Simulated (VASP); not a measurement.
Write the native input for VASP 6.6.1 that does the following.

* Task: single point
* Functional: PBE
* Potentials or basis: VASP PAW PBE potentials, release 64 (Zn, Cd, S)
* Cutoff: 500 eV
* k mesh: 10 × 10 × 10
* Occupations: gaussian, width 0.02 eV
* Spin: no spin polarisation
* Dipole correction: no
* Further INCAR settings: ALGO = Normal; EDIFF = 1e-06; NBANDS = 36

The structure of Zn2CdS3 lies in POSCAR:

```
Zn2CdS3
1.0
   -2.0115511367      2.0115511367      8.6382505292
    2.0115511367     -2.0115511367      8.6382505292
    2.0115511367      2.0115511367     -8.6382505292
Zn Cd S
2 1 3
Direct
    0.6719039041      0.6719039041      0.0000000000
    0.3280960959      0.3280960959      0.0000000000
    0.0000000000      0.0000000000      0.0000000000
    0.5943457696      0.0943457696      0.5000000000
    0.2500000000      0.7500000000      0.5000000000
    0.9056542304      0.4056542304      0.5000000000
```

These files were run (other wordings do the same):

INCAR

```
  ALGO = Normal
  EDIFF = 1E-6
  ENCUT = 500
  GGA = PE
  GGA_COMPAT = F
  ISIF = 2
  ISMEAR = 0
  LASPH = T
  LCHARG = T
  LELF = T
  LREAL = F
  LVHAR = T
  LWAVE = F
  NBANDS = 36
  NELM = 120
  PREC = Accurate
  SIGMA = 0.02
```

KPOINTS

```
k-points
0
Gamma
  10 10 10
```

Potentials or basis: VASP PAW PBE potentials, release 64 (Zn, Cd, S).

Command:

```bash
$ cat potpaw_PBE.64/Zn/POTCAR potpaw_PBE.64/Cd/POTCAR potpaw_PBE.64/S/POTCAR > POTCAR
$ mpirun -np 1 vasp_std > vasp.out
```

Results of the run:

The pressure is -3.1 GPa and the largest force is 0.019 eV/Å. The band gap on the k mesh is 1.35 eV.

Caveat: the cell stands under tension.

It took 30 min on 1 thread of Intel(R) Xeon(R) Platinum 8259CL CPU @ 2.50GHz (Skylake/Cascade Lake) (shared host), peak memory 0.94 GiB.
